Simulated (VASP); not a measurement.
# Mo12H in VASP: a series of runs

Runs on Mo12H. Level: PBE. Tasks: single point.

All numbers are computed with VASP 6.6.1; they aren't measurements. Logs are shortened: lines on timing, memory, paths and dates and some standing lists are left out, and cuts for length are marked.

### 1 The cell of the first run

The cell holds a slab with vacuum, 13 atoms: a = 5.474 Å, b = 5.474 Å, c = 19.808 Å, α = 90.00°, β = 90.00°, γ = 109.47°.

### 2 Single point, PBE

File INCAR:

```
PREC = Accurate
ENCUT = 520
EDIFF = 1E-7
ISMEAR = 0
SIGMA = 0.1
LREAL = False
LASPH = True
NELM = 100
ALGO = Normal
ISIF = 2
LWAVE = False
LCHARG = True
LDIPOL = True
IDIPOL = 3
DIPOL = 0.5 0.5 0.325
GGA = PE
LELF = True
LVHAR = True
LVACPOTAV = True
NBANDS = 96
```

File KPOINTS:

```
Automatic mesh
0
Gamma
  5 5 1
```

File POSCAR:

```
Mo12H
1.0
    5.4740909337      0.0000000000      0.0000000000
   -1.8246969779      5.1610224267      0.0000000000
    0.0000000000      0.0000000000     19.8082441144
Mo H
12 1
Direct
    0.2500000000      0.2500000000      0.2019361220
    0.2500000000      0.7500000000      0.2019361220
    0.7500000000      0.2500000000      0.2019361220
    0.7500000000      0.7500000000      0.2019361220
    0.0000000000      0.0000000000      0.3106875863
    0.0000000000      0.5000000000      0.3106875863
    0.5000000000      0.0000000000      0.3106875863
    0.5000000000      0.5000000000      0.3106875863
    0.2500000000      0.2500000000      0.4194336493
    0.2500000000      0.7500000000      0.4194336493
    0.7500000000      0.2500000000      0.4194336493
    0.7500000000      0.7500000000      0.4194336493
    0.4166666667      0.4166666667      0.4916369297
```

Potentials or basis: VASP PAW PBE potentials, release 64 (Mo_sv, H).

Started as:

```
cat potpaw_PBE.64/Mo_sv/POTCAR potpaw_PBE.64/H/POTCAR > POTCAR
mpirun -np 1 vasp_std > vasp.out
```

OUTCAR:

```text
PREC = Accurate
   ENCUT = 520
   EDIFF = 1E-7
   ISMEAR = 0
   LREAL = False
   LASPH = True
   NELM = 100
   ISIF = 2
   GGA = PE

 ion  position               nearest neighbor table
   1  0.250  0.250  0.202-   5 2.67   8 2.67   2 2.74   2 2.74   3 2.74   3 2.74   7 3.10   6 3.10
                             4 3.16   4 3.16
   2  0.250  0.750  0.202-   6 2.67   7 2.67   1 2.74   1 2.74   4 2.74   4 2.74   5 3.10   8 3.10
                             3 3.16   3 3.16
   3  0.750  0.250  0.202-   6 2.67   7 2.67   4 2.74   4 2.74   1 2.74   1 2.74   5 3.10   8 3.10
                             2 3.16   2 3.16
   4  0.750  0.750  0.202-   5 2.67   8 2.67   3 2.74   3 2.74   2 2.74   2 2.74   7 3.10   6 3.10
                             1 3.16   1 3.16
   5  0.000  0.000  0.311-   9 2.67  12 2.67   1 2.67   4 2.67   6 2.74   6 2.74   7 2.74   7 2.74
                            11 3.10  10 3.10   3 3.10   2 3.10   8 3.16   8 3.16
   6  0.000  0.500  0.311-  10 2.67  11 2.67   2 2.67   3 2.67   5 2.74   5 2.74   8 2.74   8 2.74
                             9 3.10  12 3.10   1 3.10   4 3.10   7 3.16   7 3.16
   7  0.500  0.000  0.311-  10 2.67  11 2.67   2 2.67   3 2.67   8 2.74   8 2.74   5 2.74   5 2.74
                             9 3.10  12 3.10   1 3.10   4 3.10   6 3.16   6 3.16
   8  0.500  0.500  0.311-   9 2.67  12 2.67   1 2.67   4 2.67   7 2.74   7 2.74   6 2.74   6 2.74
                            11 3.10  10 3.10   3 3.10   2 3.10   5 3.16   5 3.16
   9  0.250  0.250  0.419-  13 1.78   8 2.67   5 2.67  10 2.74  10 2.74  11 2.74  11 2.74   6 3.10
                             7 3.10  12 3.16  12 3.16
  10  0.250  0.750  0.419-   6 2.67   7 2.67   9 2.74   9 2.74  12 2.74  12 2.74   5 3.10   8 3.10
                            11 3.16  11 3.16
  11  0.750  0.250  0.419-   6 2.67   7 2.67  12 2.74  12 2.74   9 2.74   9 2.74   5 3.10   8 3.10
                            10 3.16  10 3.16
  12  0.750  0.750  0.419-   5 2.67   8 2.67  11 2.74  11 2.74  10 2.74  10 2.74   7 3.10   6 3.10
                             9 3.16   9 3.16
  13  0.417  0.417  0.492-   9 1.78

  LATTYP: Found a base centered orthorhombic cell.
 ALAT       =     6.3209357483
 B/A-ratio  =     1.4142135624
 C/A-ratio  =     3.1337518531

  Lattice vectors:

 A1 = (   5.4740909337,   0.0000000000,   0.0000000000)
 A2 = (  -1.8246969779,   5.1610224267,   0.0000000000)
 A3 = (   0.0000000000,   0.0000000000,  19.8082441144)

Analysis of symmetry for initial positions (statically):
=====================================================================
 Subroutine PRICEL returns:
 Original cell was already a primitive cell.

 Routine SETGRP: Setting up the symmetry group for a
 base centered orthorhombic supercell.

 Subroutine GETGRP returns: Found  2 space group operations
 (whereof  2 operations were pure point group operations)
 out of a pool of  8 trial point group operations.

The static configuration has the point symmetry C_1h.

Analysis of symmetry for dynamics (positions and initial velocities):
=====================================================================
 Subroutine PRICEL returns:
 Original cell was already a primitive cell.

 Routine SETGRP: Setting up the symmetry group for a
 base centered orthorhombic supercell.

 Subroutine GETGRP returns: Found  2 space group operations
 (whereof  2 operations were pure point group operations)
 out of a pool of  8 trial point group operations.

The dynamic configuration has the point symmetry C_1h.

 Subroutine INISYM returns: Found  2 space group operations
 (whereof  2 operations are pure point group operations),
 and found     1 'primitive' translations

----------------------------------------------------------------------------------------

                                     Primitive cell

  volume of cell :     559.6207

  direct lattice vectors                    reciprocal lattice vectors
     5.474090934  0.000000000  0.000000000     0.182678734  0.064586686  0.000000000
    -1.824696978  5.161022427  0.000000000     0.000000000  0.193760057  0.000000000
     0.000000000  0.000000000 19.808244114     0.000000000  0.000000000  0.050484030

  length of vectors
     5.474090934  5.474090934 19.808244114     0.193760057  0.193760057  0.050484030

  position of ions in fractional coordinates (direct lattice)
     0.250000000  0.250000000  0.201936122
     0.250000000  0.750000000  0.201936122
     0.750000000  0.250000000  0.201936122
     0.750000000  0.750000000  0.201936122
     0.000000000  0.000000000  0.310687586
     0.000000000  0.500000000  0.310687586
[... 48 lines left out ...]
 Found      9 irreducible k-points:

 Following reciprocal coordinates:
            Coordinates               Weight
  0.000000  0.000000  0.000000      1.000000
  0.200000 -0.000000  0.000000      4.000000
  0.400000  0.000000  0.000000      4.000000
  0.200000  0.200000  0.000000      2.000000
  0.400000  0.200000  0.000000      4.000000
 -0.400000  0.200000  0.000000      4.000000
 -0.200000  0.200000  0.000000      2.000000
  0.400000  0.400000  0.000000      2.000000
 -0.400000  0.400000  0.000000      2.000000
   k-points           NKPTS =      9   k-points in BZ     NKDIM =      9   number of bands    NBANDS=     96
   number of dos      NEDOS =    301   number of ions     NIONS =     13
   total plane-waves  NPLWV = 264600
   dimension x,y,z NGX =    42 NGY =   42 NGZ =  150
   dimension x,y,z NGXF=    84 NGYF=   84 NGZF=  300
   ions per type =              12   1
   NGX,Y,Z   is equivalent  to a cutoff of  12.76, 12.76, 12.59 a.u.
   NGXF,Y,Z  is equivalent  to a cutoff of  25.51, 25.51, 25.18 a.u.
 SYSTEM =  unknown system
   PREC   = accura    normal or accurate (medium, high low for compatibility)
   ISTART =      0    job   : 0-new  1-cont  2-samecut
   ICHARG =      2    charge: 1-file 2-atom 10-const
   ISPIN  =      1    spin polarized calculation?
   LNONCOLLINEAR =      F non collinear calculations
   LSORBIT =      F    spin-orbit coupling
   LASPH  =      T    aspherical Exc in radial PAW
   ENCUT  =  520.0 eV  38.22 Ry    6.18 a.u.  10.18 10.18 36.83*2*pi/ulx,y,z
   NELM   =    100;   NELMIN=  2; NELMDL= -5     # of ELM steps
   EDIFF  = 0.1E-06   stopping-criterion for ELM
   LREAL  =      F    real-space projection
   EDIFFG = 0.1E-05   stopping-criterion for IOM
   NSW    =      0    number of steps for IOM
   IBRION =     -1    ionic relax: 0-MD 1-quasi-New 2-CG
   NFREE  =      0    steps in history (QN), initial steepest desc. (CG)
   ISIF   =      2    stress and relaxation
   ISYM   =      2    0-nonsym 1-usesym 2-fastsym
   POTIM  = 0.5000    time-step for ionic-motion
   TEBEG  =    0.0;   TEEND  =   0.0 temperature during run
   PSTRESS=    0.0 pullay stress
   NELECT =     169.0000    total number of electrons
   NUPDOWN=      -1.0000    fix difference up-down
   EMIN   =  10.00;   EMAX   =-10.00  energy-range for DOS
   EFERMI =   0.00;   METHOD = LEGACY
   ISMEAR =     0;   SIGMA  =   0.10  broadening in eV -4-tet -1-fermi 0-gaus
   EFERMI_NEDOS =   21; number of points for ismear=-14 and -15
   IALGO  =     38    algorithm
   IMIX   =      4    mixing-type and parameters
     AMIX     =   0.40;   BMIX     =  1.00
     AMIX_MAG =   1.60;   BMIX_MAG =  1.00
  volume/ion in A,a.u.               =      43.05       290.50
  Fermi-wavevector in a.u.,A,eV,Ry     =   1.098346  2.075573 16.413576  1.206364
  Thomas-Fermi vector in A             =   2.234722
   LORBIT       =      0    0 simple, 1 ext, 2 COOP (PROOUT), +10 PAW based schemes
   GGA     = PE    functional components
   LHFCALC =     F    Hartree Fock is set to
   AEXX    =    0.0000 exact exchange contribution
   IVDW    =     0    specifies the selected vdW correction
   LEPSILON=     F    determine dielectric tensor
   LRPA    =     F    only Hartree local field effects (RPA)
 non-spin polarized calculation
 Gauss-broadening in eV      SIGMA  =   0.10
  energy-cutoff  :      520.00
  volume of cell :      559.62
 maximum number of plane-waves:     15102
 NGX is ok and might be reduce to    42
   NGX = 21   NGY = 21   NGZ = 73

 dipolmoment           0.000000      0.000000     -0.033056 electrons x Angstroem

 number of electron     168.9999987 magnetization

 dipolmoment           0.000000      0.000000      0.028158 electrons x Angstroem

 Free energy of the ion-electron system (eV)
  ---------------------------------------------------
  ext. energy  EPLUGINS =         0.00000000
  ---------------------------------------------------
  free energy    TOTEN  =      -124.65286119 eV

  energy without entropy =     -124.59305036  energy(sigma->0) =     -124.62295578

 E-fermi :   1.2321     XC(G=0):  -5.5611

 val. band max:        1.2096292586   @ k =  -0.2000   0.2000   0.0000
 cond. band min:       1.2459321079   @ k =  -0.4000   0.2000   0.0000
 fundamental gap:      0.0363028492
 Fermi energy:         1.2321398156

 k-point     1 :       0.0000    0.0000    0.0000
  band No.  band energies     occupation
      1     -60.0402      2.00000
      2     -59.8653      2.00000
      3     -59.8574      2.00000
      4     -59.7998      2.00000
      5     -59.7669      2.00000
      6     -59.7120      2.00000
[... 880 lines left out ...]
     95       2.0794      0.00000
     96       2.1271      0.00000

------------------------ aborting loop because EDIFF is reached ----------------------------------------

  FORCE on cell =-STRESS in cart. coord.  units (eV):
  Direction    XX          YY          ZZ          XY          YZ          ZX
  --------------------------------------------------------------------------------------
  -------------------------------------------------------------------------------------
  Total      -10.5112158     -9.9618691      1.2098908      0.7768937      1.2733671      0.9004066
  in kB      -30.0932992    -28.5205357      3.4638814      2.2242235      3.6456121      2.5778373
  external PRESSURE =     -18.3833178 kB  Pullay stress =       0.0000000 kB

 VOLUME and BASIS-vectors are now :
 -----------------------------------------------------------------------------
  energy-cutoff  :      520.00
  volume of cell :      559.62
      direct lattice vectors                 reciprocal lattice vectors
     5.474090934  0.000000000  0.000000000     0.182678734  0.064586686  0.000000000
    -1.824696978  5.161022427  0.000000000     0.000000000  0.193760057  0.000000000
     0.000000000  0.000000000 19.808244114     0.000000000  0.000000000  0.050484030

 POSITION                                       TOTAL-FORCE (eV/Angst)
 -----------------------------------------------------------------------------------
      0.91235      1.29026      4.00000        -0.009127     -0.012907     -0.009736
      0.00000      3.87077      4.00000        -0.088625      0.007801     -0.013658
      3.64939      1.29026      4.00000         0.036896     -0.080956     -0.013658
      2.73705      3.87077      4.00000         0.123457      0.174595      0.125750
      0.00000      0.00000      6.15418        -0.219062     -0.309801     -0.675823
     -0.91235      2.58051      6.15418         0.015132     -0.019286     -0.032406
      2.73705      0.00000      6.15418        -0.023227      0.007838     -0.032406
      1.82470      2.58051      6.15418         0.027945      0.039520     -0.049300
      0.91235      1.29026      8.30824        -0.369655     -0.522771      0.142632
      0.00000      3.87077      8.30824         0.031234     -0.031592      0.287288
      3.64939      1.29026      8.30824        -0.040196      0.018917      0.287288
      2.73705      3.87077      8.30824        -0.002612     -0.003695      0.001006
      1.52058      2.15043      9.73846         0.517839      0.732336     -0.016978
 -----------------------------------------------------------------------------------
    total drift:                                0.000000      0.000000      0.000440

  FREE ENERGIE OF THE ION-ELECTRON SYSTEM (eV)
  ---------------------------------------------------
  free  energy   TOTEN  =      -124.6528611908 eV

  energy  without entropy=     -124.5930503596  energy(sigma->0) =     -124.62295578

 vacuum level on the upper side and lower side of the slab         5.999         5.819
```

Run time: 48 min. Hardware: 1 thread of Intel Xeon 8259CL, shared host; peak memory 0.74 GiB.

What came out:

```
Free energy            : -124.6529 eV
Largest force          : 0.897 eV/Å
Band gap on the k mesh : zero (an odd number of electrons rules out a gap without spin polarisation)
```

Forces in eV/Å, atoms in the order of the input:
```
Mo  -0.009 -0.013 -0.010
Mo  -0.089  0.008 -0.014
Mo   0.037 -0.081 -0.014
Mo   0.123  0.175  0.126
Mo  -0.219 -0.310 -0.676
Mo   0.015 -0.019 -0.032
Mo  -0.023  0.008 -0.032
Mo   0.028  0.040 -0.049
Mo  -0.370 -0.523  0.143
Mo   0.031 -0.032  0.287
Mo  -0.040  0.019  0.287
Mo  -0.003 -0.004  0.001
H    0.518  0.732 -0.017
```

Levels at points of the mesh, in eV from the Fermi level:
```csv
k point,band 82,band 83,band 84,band 85,band 86,band 87
"(0.00, 0.00, 0.00)",0.23,0.62,0.94,1.24,1.24,1.28
```

### 3 Single point, PBE

File INCAR:

```
SYSTEM = Mo12H
PREC = Accurate
ENCUT = 520
EDIFF = 1E-6
ISMEAR = 0
SIGMA = 0.1
LREAL = .False.
LASPH = .True.
NELM = 80
ALGO = Normal
ISIF = 2
LWAVE = .False.
LCHARG = .False.
LDIPOL = .True.
IDIPOL = 3
DIPOL = 0.5 0.5 0.326
GGA = PE
NBANDS = 96
```

File KPOINTS:

```
regular mesh
0
Gamma
  5 5 1
  0 0 0
```

Edit POSCAR of step 2 so:

```diff
@@ -20,2 +20,2 @@
     0.7500000000      0.7500000000      0.4194336493
-    0.4166666667      0.4166666667      0.4916369297
+    0.3333333333      0.3333333333      0.5048985465
```

Potentials or basis: VASP PAW PBE potentials, release 64 (Mo_sv, H).

Started as:

```
cat potpaw_PBE.64/Mo_sv/POTCAR potpaw_PBE.64/H/POTCAR > POTCAR
mpirun -np 1 vasp_std > vasp.out
```

Wall time 46 min (1 thread of Intel Xeon 8259CL, shared host); peak memory 0.74 GiB.

The run converged. Its results:

| Property | Result |
| --- | --- |
| Free energy | -124.3816 eV |
| Largest force | 0.848 eV/Å |
| Band gap on the k mesh | zero (an odd number of electrons rules out a gap without spin polarisation) |

Forces on the atoms (eV/Å):
```
Mo   0.010  0.014  0.051
Mo  -0.055 -0.021 -0.075
Mo  -0.001 -0.059 -0.075
Mo   0.100  0.141  0.250
Mo  -0.281 -0.398 -0.694
Mo   0.012 -0.017  0.042
Mo  -0.020  0.006  0.042
Mo   0.111  0.157 -0.225
Mo  -0.024 -0.034  0.564
Mo   0.050  0.001  0.219
Mo  -0.016  0.047  0.219
Mo  -0.008 -0.011 -0.299
H    0.123  0.174 -0.019
```

Levels at points of the mesh, in eV from the Fermi level:
| k point | band 82 | band 83 | band 84 | band 85 | band 86 | band 87 | band 88 | band 89 |
| --- | --- | --- | --- | --- | --- | --- | --- | --- |
| (0.00, 0.00, 0.00) | 0.26 | 0.50 | 0.96 | 1.27 | 1.28 | 1.31 | 1.32 | 1.45 |
